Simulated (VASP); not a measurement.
## Ba2IrWO6: single point with PBE

Crystal: Ba2IrWO6.

```
Ba Ir W O
1.0
     0.00000    5.54107    0.00000
     5.54107    0.00000    0.00000
     2.77053    2.77053   -4.30020
Ba Ir W O
2 1 1 6
Direct
  0.75000 0.25000 0.50000
  0.25000 0.75000 0.50000
  0.00000 0.00000 0.00000
  0.50000 0.50000 0.00000
  0.23800 0.27200 0.00000
  0.27200 0.76200 0.00000
  0.76200 0.72800 0.00000
  0.72800 0.23800 0.00000
  0.28000 0.28000 0.44000
  0.72000 0.72000 0.56000
```

| Item | Value |
| --- | --- |
| Program | VASP 6.6.1 |
| Task | single point |
| Functional | PBE |
| Potentials or basis | VASP PAW PBE potentials, release 64 (Ba_sv, Ir, W_sv, O) |
| Cutoff | 520 eV |
| k mesh | 4 × 4 × 4 |
| Occupations | methfessel-paxton, width 0.0863 eV |
| Spin | no spin polarisation |
| Dipole correction | no |
| Further INCAR settings | ALGO = Normal; EDIFF = 1e-06; NBANDS = 50 |

```json
{"Pressure": "14.8 GPa", "Largest force": "1.366 eV/Å", "Band gap on the k mesh": "zero (an odd number of electrons rules out a gap without spin polarisation)"}
```

Forces on the atoms (eV/Å):
```
Ba   0.000  0.000  0.000
Ba   0.000  0.000  0.000
Ir   0.000  0.000  0.000
W    0.000  0.000  0.000
O    0.170  0.180  0.000
O   -0.180  0.170  0.000
O   -0.170 -0.180  0.000
O    0.180 -0.170  0.000
O    0.000  0.000 -1.366
O    0.000  0.000  1.366
```

Stress tensor (GPa, compression positive):
```
13.70  0.00  0.00
 0.00 13.70  0.00
 0.00  0.00 17.02
```

Levels at points of the mesh, in eV from the Fermi level:
```
           k point  band 36  band 37  band 38  band 39  band 40  band 41  band 42  band 43  band 44  band 45
(0.00, 0.00, 0.00)    -3.23    -2.72    -2.08    -2.08    -0.67     0.77     1.59     1.65     1.65     1.86
(0.50, 0.00, 0.00)    -3.52    -1.31    -1.19    -0.98     0.53     0.67     0.78     0.92     3.02     4.11
(0.50, 0.50, 0.00)    -3.81    -2.10    -0.91    -0.60    -0.44     1.14     1.29     1.43     1.64     3.29
(0.00, 0.00, 0.50)    -3.20    -2.64    -0.92    -0.92    -0.39     0.74     1.49     1.49     1.62     3.08
```

Run time: 4.2 min on 1 thread of AMD EPYC 9755 128-Core Processor, with other jobs on the host, peak memory 0.28 GiB.

Caveat: the cell stands under pressure; spin-orbit coupling is left out, which moves the levels of the heavy elements; an odd number of electrons without spin polarisation forces a metal; a magnetic or distorted state may lie lower.
